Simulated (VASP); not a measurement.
Crystal: Mn3Si.

```
Mn Si
1.0
     0.00000    5.72200    5.72200
     2.86100    0.00000    2.86100
     2.86100    2.86100    0.00000
Mn Si
6 2
Direct
  0.25000 0.50000 0.50000
  0.12500 0.25000 0.25000
  0.37500 0.75000 0.75000
  0.75000 0.50000 0.50000
  0.62500 0.25000 0.25000
  0.87500 0.75000 0.75000
  0.00000 0.00000 0.00000
  0.50000 0.00000 0.00000
```

Base run:

| Quantity | Value |
| --- | --- |
| Program | VASP 6.6.1 |
| Functional | r2SCAN |
| Potentials or basis | VASP PAW PBE potentials, release 64 (Mn_pv, Si) |
| Cutoff | 520 eV |
| k mesh | 4 × 8 × 8 |
| Occupations | fermi-dirac, width 0.05 eV |
| Spin | no spin polarisation |

Its results: band gap on the k mesh zero (bands 43 and 44 overlap by 0.64 eV); pressure -24.1 GPa.

Task: The run is repeated on the same cell with these changes: spin from no spin polarisation to collinear spin, antiferromagnetic start; further incar settings from ALGO = Normal; EDIFF = 1e-06; NBANDS = 53 to ALGO = Normal; EDIFF = 1e-06; NBANDS = 57. What comes out?

Result: Band gap on the k mesh zero (filled and empty bands overlap); pressure -6.2 GPa; net moment 0.00 μB per cell; site moments Mn +3.01, -1.65, -3.01, +1.65 (each value once); Si +0.00 μB.

Caveats: the cell stands under tension; the PAW data sets were made with another functional, which shifts forces and pressure a little.
